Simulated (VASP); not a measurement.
# CuI (P6_3/mmc) in VASP: a series of runs

CuI is run at these levels: r2SCAN, LDA; tasks: single point, relaxation of cell and atoms.

Everything below comes from runs of VASP 6.6.1. Logs are shortened: lines on timing, memory, paths and dates and some standing lists are left out, and cuts for length are marked.

## 1. The cell of the first run

It takes space group P6_3/mmc (No. 194, hexagonal). The conventional cell has a = 4.147 Å, b = 4.147 Å, c = 6.336 Å, α = 90.00°, β = 90.00°, γ = 120.00°. Within 3.8 Å of Cu (site symmetry -3m) lie 6 I at 2.87 Å and 2 Cu at 3.17 Å. Within 3.8 Å of I (site symmetry -6m2) lie 6 Cu at 2.87 Å.

## 2. Single point, r2SCAN

Contents of POSCAR:

```
CuI
1.0
    4.1473371115      0.0000000000      0.0000000000
   -2.0736685558      3.5916992967      0.0000000000
    0.0000000000      0.0000000000      6.3363560900
Cu I
2 2
Direct
    0.0000000000      0.0000000000      0.0000000000
    0.0000000000      0.0000000000      0.5000000000
    0.3333333333      0.6666666667      0.2500000000
    0.6666666667      0.3333333333      0.7500000000
```

Contents of INCAR.step1:

```
PREC     = Accurate       # precision mode
ENCUT    = 520            # plane-wave cutoff, eV
ISMEAR   = 0              # smearing method
SIGMA    = 0.01           # smearing width, eV
LREAL    = F              # projectors in reciprocal space
LASPH    = T              # aspherical terms in the spheres
NELM     = 100            # most SCF steps
NBANDS   = 26             # bands
GGA      = PE             # functional
ALGO     = Normal         # electronic algorithm
EDIFF    = 1E-4           # SCF threshold, eV
LWAVE    = T              # write WAVECAR
LCHARG   = F              # write CHGCAR
```

Contents of INCAR.step2:

```
PREC     = Accurate       # precision mode
ENCUT    = 520            # plane-wave cutoff, eV
EDIFF    = 1E-7           # SCF threshold, eV
ISMEAR   = 0              # smearing method
SIGMA    = 0.01           # smearing width, eV
LREAL    = F              # projectors in reciprocal space
LASPH    = T              # aspherical terms in the spheres
NELM     = 100            # most SCF steps
ALGO     = Normal         # electronic algorithm
ISIF     = 2              # what is computed and relaxed
LWAVE    = F              # write WAVECAR
LCHARG   = F              # write CHGCAR
METAGGA  = R2SCAN         # meta-GGA
LMIXTAU  = T            
NBANDS   = 26             # bands
ISTART   = 1
```

Contents of KPOINTS:

```
Automatic mesh
0
Gamma
  12 12 4
```

Potentials or basis: VASP PAW PBE potentials, release 64 (Cu, I).

Run with:

```sh
cat potpaw_PBE.64/Cu/POTCAR potpaw_PBE.64/I/POTCAR > POTCAR
cp INCAR.step1 INCAR
mpirun -np 1 vasp_std > vasp.out
cp INCAR.step2 INCAR
mpirun -np 1 vasp_std > vasp.out
```

OUTCAR:

```text
PREC = Accurate
   ENCUT = 520
   EDIFF = 1E-7
   ISMEAR = 0
   LREAL = F
   LASPH = T
   NELM = 100
   ISIF = 2
   METAGGA = R2SCAN
   ISTART = 1

 ion  position               nearest neighbor table
   1  0.000  0.000  0.000-   3 2.87   4 2.87   4 2.87   3 2.87   4 2.87   3 2.87
   2  0.000  0.000  0.500-   3 2.87   4 2.87   4 2.87   3 2.87   4 2.87   3 2.87
   3  0.333  0.667  0.250-   1 2.87   2 2.87   1 2.87   2 2.87   1 2.87   2 2.87
   4  0.667  0.333  0.750-   1 2.87   2 2.87   1 2.87   2 2.87   1 2.87   2 2.87

  LATTYP: Found a hexagonal cell.
 ALAT       =     4.1473371115
 C/A-ratio  =     1.5278131292

  Lattice vectors:

 A1 = (   4.1473371115,   0.0000000000,   0.0000000000)
 A2 = (  -2.0736685558,   3.5916992967,   0.0000000000)
 A3 = (   0.0000000000,   0.0000000000,   6.3363560900)

Analysis of symmetry for initial positions (statically):
=====================================================================
 Subroutine PRICEL returns:
 Original cell was already a primitive cell.

 Routine SETGRP: Setting up the symmetry group for a
 hexagonal supercell.

 Subroutine GETGRP returns: Found 24 space group operations
 (whereof 12 operations were pure point group operations)
 out of a pool of 24 trial point group operations.

The static configuration has the point symmetry D_3d.
 The point group associated with its full space group is D_6h.

Analysis of symmetry for dynamics (positions and initial velocities):
=====================================================================
 Subroutine PRICEL returns:
 Original cell was already a primitive cell.

 Routine SETGRP: Setting up the symmetry group for a
 hexagonal supercell.

 Subroutine GETGRP returns: Found 24 space group operations
 (whereof 12 operations were pure point group operations)
 out of a pool of 24 trial point group operations.

The dynamic configuration has the point symmetry D_3d.
 The point group associated with its full space group is D_6h.

 Subroutine INISYM returns: Found 24 space group operations
 (whereof 12 operations are pure point group operations),
 and found     1 'primitive' translations

----------------------------------------------------------------------------------------

                                     Primitive cell

  volume of cell :      94.3863

  direct lattice vectors                    reciprocal lattice vectors
     4.147337111  0.000000000  0.000000000     0.241118572  0.139209872  0.000000000
    -2.073668556  3.591699297  0.000000000     0.000000000  0.278419744  0.000000000
     0.000000000  0.000000000  6.336356090     0.000000000  0.000000000  0.157819413

  length of vectors
     4.147337111  4.147337112  6.336356090     0.278419744  0.278419744  0.157819413

  position of ions in fractional coordinates (direct lattice)
     0.000000000  0.000000000  0.000000000
     0.000000000  0.000000000  0.500000000
     0.333333333  0.666666667  0.250000000
     0.666666667  0.333333333  0.750000000

  ion indices of the primitive-cell ions
   primitive index   ion index
                 1           1
                 2           2
                 3           3
                 4           4

----------------------------------------------------------------------------------------

 KPOINTS: Automatic mesh

Automatic generation of k-mesh.
 Grid dimensions read from file:
 generate k-points for:   12   12    4

 Generating k-lattice:

  Cartesian coordinates                     Fractional coordinates (reciprocal lattice)
     0.020093214  0.011600823  0.000000000     0.083333333  0.000000000  0.000000000
     0.000000000  0.023201645  0.000000000     0.000000000  0.083333333  0.000000000
     0.000000000  0.000000000  0.039454853     0.000000000  0.000000000  0.250000000

  Length of vectors
     0.023201645  0.023201645  0.039454853

  Shift w.r.t. Gamma in fractional coordinates (k-lattice)
     0.000000000  0.000000000  0.000000000

 Subroutine IBZKPT returns following result:
 ===========================================

 Found     57 irreducible k-points:

 Following reciprocal coordinates:
            Coordinates               Weight
  0.000000  0.000000  0.000000      1.000000
  0.083333 -0.000000  0.000000      6.000000
  0.166667 -0.000000  0.000000      6.000000
  0.250000 -0.000000  0.000000      6.000000
  0.333333 -0.000000  0.000000      6.000000
  0.416667 -0.000000  0.000000      6.000000
[... 16 lines left out ...]
  0.250000 -0.000000  0.250000     12.000000
  0.333333 -0.000000  0.250000     12.000000
 [... further k-points ...]
   k-points           NKPTS =     57   k-points in BZ     NKDIM =     57   number of bands    NBANDS=     26
   number of dos      NEDOS =    301   number of ions     NIONS =      4
   total plane-waves  NPLWV =  49152
   dimension x,y,z NGX =    32 NGY =   32 NGZ =   48
   dimension x,y,z NGXF=    64 NGYF=   64 NGZF=   96
   ions per type =               2   2
[... 37 lines left out ...]
   METAGGA = R2SCAN    functional components
   LHFCALC =     F    Hartree Fock is set to
   AEXX    =    0.0000 exact exchange contribution
   IVDW    =     0    specifies the selected vdW correction
   LEPSILON=     F    determine dielectric tensor
   LRPA    =     F    only Hartree local field effects (RPA)
 non-spin polarized calculation
 Gauss-broadening in eV      SIGMA  =   0.01
  energy-cutoff  :      520.00
  volume of cell :       94.39
 maximum number of plane-waves:      2568
 NGX is ok and might be reduce to    32
   NGX = 15   NGY = 15   NGZ = 23

 number of electron      36.0000002 magnetization

 Free energy of the ion-electron system (eV)
  ---------------------------------------------------
  ext. energy  EPLUGINS =         0.00000000
  ---------------------------------------------------
  free energy    TOTEN  =       -70.65468703 eV

  energy without entropy =      -70.65468703  energy(sigma->0) =      -70.65468703

 E-fermi :   6.0803     XC(G=0): -10.4434

 val. band max:        5.9707125358   @ k =   0.5000  -0.0000   0.0000
 cond. band min:       6.8000360561   @ k =   0.3333   0.3333   0.0000
 fundamental gap:      0.8293235203
 Fermi energy:         6.0803376235

 k-point     1 :       0.0000    0.0000    0.0000
  band No.  band energies     occupation
      1      -8.7557      2.00000
      2      -7.6247      2.00000
      3      -0.4034      2.00000
      4       2.1571      2.00000
      5       2.1571      2.00000
      6       3.7418      2.00000
[... 18 lines left out ...]
     25      13.2365      0.00000
     26      13.8729      0.00000

 k-point     2 :       0.0833   -0.0000    0.0000
  band No.  band energies     occupation
      1      -8.7109      2.00000
      2      -7.6099      2.00000
      3      -0.3294      2.00000
      4       2.0730      2.00000
      5       2.1522      2.00000
      6       3.1859      2.00000
[... 18 lines left out ...]
     25      13.3680      0.00000
     26      13.9823      0.00000

 k-point     3 :       0.1667   -0.0000    0.0000
  band No.  band energies     occupation
      1      -8.5818      2.00000
      2      -7.5715      2.00000
      3      -0.1111      2.00000
      4       1.7890      2.00000
      5       2.1400      2.00000
      6       2.3006      2.00000
[... 18 lines left out ...]
     25      12.5594      0.00000
     26      13.7985      0.00000

 k-point     4 :       0.2500   -0.0000    0.0000
  band No.  band energies     occupation
      1      -8.3856      2.00000
      2      -7.5268      2.00000
      3       0.2397      2.00000
      4       1.1125      2.00000
      5       1.7324      2.00000
      6       2.1285      2.00000
[... 18 lines left out ...]
     25      13.0819      0.00000
     26      13.6032      0.00000
[... 496 lines left out ...]
      1      -8.4576      2.00000
      2      -7.7499      2.00000
      3       0.2720      2.00000
      4       1.8893      2.00000
      5       2.0585      2.00000
      6       2.2540      2.00000
[... 18 lines left out ...]
     25      12.6098      0.00000
     26      13.6376      0.00000

 k-point    23 :       0.2500   -0.0000    0.2500
  band No.  band energies     occupation
      1      -8.2762      2.00000
      2      -7.6725      2.00000
      3       0.3564      2.00000
      4       1.1455      2.00000
      5       1.8328      2.00000
      6       2.2224      2.00000
[... 18 lines left out ...]
     25      13.0865      0.00000
     26      13.5591      0.00000

 k-point    24 :       0.3333   -0.0000    0.2500
  band No.  band energies     occupation
      1      -8.0659      2.00000
      2      -7.6061      2.00000
      3       0.1766      2.00000
      4       0.6761      2.00000
      5       1.7479      2.00000
      6       2.1999      2.00000
[... 18 lines left out ...]
     25      14.0663      0.00000
     26      14.1545      0.00000

 [... further k-points ...]

------------------------ aborting loop because EDIFF is reached ----------------------------------------

  FORCE on cell =-STRESS in cart. coord.  units (eV):
  Direction    XX          YY          ZZ          XY          YZ          ZX
  --------------------------------------------------------------------------------------
  -------------------------------------------------------------------------------------
  Total       -0.0306073     -0.0306073      0.0191625      0.0000000      0.0000000      0.0000000
  in kB       -0.5195497     -0.5195497      0.3252766      0.0000000      0.0000000      0.0000000
  external PRESSURE =      -0.2379409 kB  Pullay stress =       0.0000000 kB

 VOLUME and BASIS-vectors are now :
 -----------------------------------------------------------------------------
  energy-cutoff  :      520.00
  volume of cell :       94.39
      direct lattice vectors                 reciprocal lattice vectors
     4.147337111  0.000000000  0.000000000     0.241118572  0.139209872  0.000000000
    -2.073668556  3.591699297  0.000000000     0.000000000  0.278419744  0.000000000
     0.000000000  0.000000000  6.336356090     0.000000000  0.000000000  0.157819413

 POSITION                                       TOTAL-FORCE (eV/Angst)
 -----------------------------------------------------------------------------------
      0.00000      0.00000      0.00000        -0.000000     -0.000000      0.000000
      0.00000      0.00000      3.16818        -0.000000     -0.000000      0.000000
     -0.00000      2.39447      1.58409        -0.000000     -0.000000     -0.000000
      2.07367      1.19723      4.75227         0.000000      0.000000      0.000000
 -----------------------------------------------------------------------------------
    total drift:                                0.000000     -0.000000      0.000000

  FREE ENERGIE OF THE ION-ELECTRON SYSTEM (eV)
  ---------------------------------------------------
  free  energy   TOTEN  =       -70.6546870253 eV

  energy  without entropy=      -70.6546870253  energy(sigma->0) =      -70.65468703
```

Wall time 3.2 min (1 thread of Intel Xeon 6975P-C (Granite Rapids), shared host); peak memory 0.31 GiB.

What came out:

```
Free energy            : -70.6547 eV
Pressure               : 0.0 GPa
Band gap on the k mesh : 0.83 eV, indirect (least direct gap 1.30 eV)
```

Stress tensor (GPa, compression positive):
```
-0.05  0.00  0.00
 0.00 -0.05  0.00
 0.00  0.00  0.03
```

Caveat: the PAW data sets were made with another functional, which shifts forces and pressure a little; spin-orbit coupling is left out, which moves the levels of the heavy elements. r2SCAN opens gaps a little over a GGA but as a rule still falls short of measured ones.

## 3. Single point, LDA

This run uses another cell than the first one, of 21.42 Å³/atom, 0.908 times its volume.

Contents of INCAR:

```
SYSTEM = CuI
PREC = Accurate
ENCUT = 520
EDIFF = 1E-6
ISMEAR = -1
SIGMA = 0.02
LREAL = .FALSE.
LASPH = .TRUE.
NELM = 100
ALGO = Normal
ISIF = 2
LWAVE = .FALSE.
LCHARG = .FALSE.
NBANDS = 26
```

Contents of KPOINTS:

```
regular mesh
0
G
  6 6 4
  0 0 0
```

Contents of POSCAR:

```
CuI
1.0
    4.0599938827      0.0000000000      0.0000000000
   -2.0299969413      3.5160578416      0.0000000000
    0.0000000000      0.0000000000      6.0016850274
Cu I
2 2
Direct
    0.0000000000      0.0000000000      0.0000000000
    0.0000000000      0.0000000000      0.5000000000
    0.3333333333      0.6666666667      0.2500000000
    0.6666666667      0.3333333333      0.7500000000
```

Potentials or basis: VASP PAW LDA potentials, release 64 (Cu, I).

Run with:

```sh
cat potpaw_LDA.64/Cu/POTCAR potpaw_LDA.64/I/POTCAR > POTCAR
mpirun -np 1 vasp_std > vasp.out
```

It took 19 s on 1 thread of Intel Xeon 6975P-C (Granite Rapids), shared host; peak memory 0.19 GiB.

The run converged. Its results:

| Property | Result |
| --- | --- |
| Free energy | -13.1262 eV |
| Pressure | 0.1 GPa |
| Band gap on the k mesh | 0.39 eV, indirect (least direct gap 0.96 eV) |

Levels at points of the mesh, in eV from the valence-band top:
```
           k point  band 15  band 16  band 17  band 18  band 19  band 20  band 21  band 22
(0.00, 0.00, 0.00)    -1.51    -1.23    -0.17    -0.17     0.79     1.95     4.64     4.64
(0.50, 0.00, 0.00)    -2.04    -1.85    -0.95     0.00     2.14     2.26     2.87     4.08
(0.00, 0.00, 0.50)    -0.73    -0.73    -0.73    -0.73     2.52     2.52     4.78     4.78
(0.50, 0.00, 0.50)    -1.38    -1.38    -1.05    -1.05     1.51     1.51     4.62     4.62
```

Caveat: spin-orbit coupling is left out, which moves the levels of the heavy elements.

## 4. Relaxation of cell and atoms, LDA

This run uses another cell than the first one, of 23.92 Å³/atom, 1.014 times its volume.

Contents of INCAR:

```
SYSTEM = CuI
PREC     = Accurate       ! precision mode
ENCUT    = 600            ! plane-wave cutoff, eV
EDIFF    = 1E-6           ! SCF threshold, eV
ISMEAR   = -1             ! smearing method
SIGMA    = 0.02           ! smearing width, eV
LREAL    = .FALSE.        ! projectors in reciprocal space
LASPH    = .TRUE.         ! aspherical terms in the spheres
NELM     = 100            ! most SCF steps
ALGO     = Normal         ! electronic algorithm
ISIF     = 3              ! what is computed and relaxed
LWAVE    = .FALSE.        ! write WAVECAR
LCHARG   = .FALSE.        ! write CHGCAR
IBRION   = 2              ! ionic algorithm
NSW      = 80             ! ionic steps
EDIFFG   = -0.005         ! ionic threshold
```

KPOINTS is that of step 3.

Contents of POSCAR:

```
CuI
1.0
    4.2112248066      0.0000000000      0.0000000000
   -2.1056124033      3.6470276636      0.0000000000
    0.0000000000      0.0000000000      6.2297359735
Cu I
2 2
Direct
    0.0000000000      0.0000000000      0.0000000000
    0.0000000000      0.0000000000      0.5000000000
    0.3333333333      0.6666666667      0.2500000000
    0.6666666667      0.3333333333      0.7500000000
```

Run with:

```sh
cat potpaw_LDA.64/Cu/POTCAR potpaw_LDA.64/I/POTCAR > POTCAR
mpirun -np 1 vasp_std > vasp.out
```

Wall time 87 s (1 thread of Intel Xeon 6975P-C (Granite Rapids), shared host); peak memory 0.23 GiB.

It converged, with:

```
Free energy                            : -13.1280 eV
Relaxed volume                         : 21.46 Å³/atom
Relaxed cell                           : a = 4.060 Å, b = 4.060 Å, c = 6.014 Å, α = 90.00°, β = 90.00°, γ = 120.00°
Space group after relaxing (to 0.05 Å) : P6_3/mmc (No. 194)
Energy gained by relaxing              : 47.3 meV/atom
Ionic steps                            : 7
Pressure after relaxing                : 0.0 GPa
Band gap on the k mesh                 : 0.38 eV, indirect (least direct gap 0.96 eV)
```

The path:
```
step  energy change (eV)  largest force (eV/Å)  pressure (GPa)  volume (Å³)
   1              0.0000                0.0000           -5.48        95.68
   2             -0.1866                0.0000            0.56        84.80
   3             -0.1890                0.0000            0.19        85.56
   4             -0.1891                0.0000           -0.04        85.86
   5             -0.1891                0.0000           -0.03        85.86
   6             -0.1892                0.0000           -0.04        85.86
   7             -0.1892                0.0000           -0.01        85.83
```

Final structure:
```cif
data_structure
_symmetry_space_group_name_H-M 'P 1'
_symmetry_Int_Tables_number 1
_cell_length_a 4.0596
_cell_length_b 4.0596
_cell_length_c 6.0136
_cell_angle_alpha 90.000
_cell_angle_beta 90.000
_cell_angle_gamma 120.000
_cell_volume 85.83
loop_
_atom_site_label
_atom_site_type_symbol
_atom_site_fract_x
_atom_site_fract_y
_atom_site_fract_z
_atom_site_occupancy
Cu1 Cu 0.00000 0.00000 0.00000 1
Cu2 Cu 0.00000 0.00000 0.50000 1
I1 I 0.33333 0.66667 0.25000 1
I2 I 0.66667 0.33333 0.75000 1
```

Levels at points of the mesh, in eV from the valence-band top:
```csv
k point,band 14,band 15,band 16,band 17,band 18,band 19,band 20,band 21,band 22
"(0.00, 0.00, 0.00)",-2.04,-1.51,-1.24,-0.17,-0.17,0.79,1.96,4.65,4.65
"(0.50, 0.00, 0.00)",-2.03,-2.03,-1.84,-0.94,0.00,2.13,2.27,2.87,4.09
"(0.00, 0.00, 0.50)",-2.19,-0.73,-0.73,-0.73,-0.73,2.52,2.52,4.79,4.79
"(0.50, 0.00, 0.50)",-2.15,-1.37,-1.37,-1.04,-1.04,1.51,1.51,4.61,4.61
```

Caveat: spin-orbit coupling is left out, which moves the levels of the heavy elements.

## 5. Overview

```csv
task,level,potentials or basis,cell,k mesh,cutoff (eV),smearing,gap on the mesh (eV),pressure (GPa)
single point,r2SCAN,"VASP PAW PBE potentials, release 64 (Cu, I)","a = 4.147, b = 4.147, c = 6.336 Å, angles 90.0, 90.0, 120.0°, 4 atoms",12 × 12 × 4,520,gaussian 0.01 eV,0.83,0.0
single point,LDA,"VASP PAW LDA potentials, release 64 (Cu, I)","a = 4.060, b = 4.060, c = 6.002 Å, angles 90.0, 90.0, 120.0°, 4 atoms",6 × 6 × 4,520,fermi-dirac 0.02 eV,0.39,0.1
relaxation of cell and atoms,LDA,"VASP PAW LDA potentials, release 64 (Cu, I)","relaxed from a = 4.211, b = 4.211, c = 6.230 Å, angles 90.0, 90.0, 120.0°, 4 atoms",6 × 6 × 4,600,fermi-dirac 0.02 eV,0.38,0.0
```

Alike in all rows: no spin polarisation.

Caveats: spin-orbit coupling is left out, which moves the levels of the heavy elements; the PAW data sets were made with another functional, which shifts forces and pressure a little (some runs).

Total energies depend on the potentials used, so only differences within one code and one set of settings carry meaning.
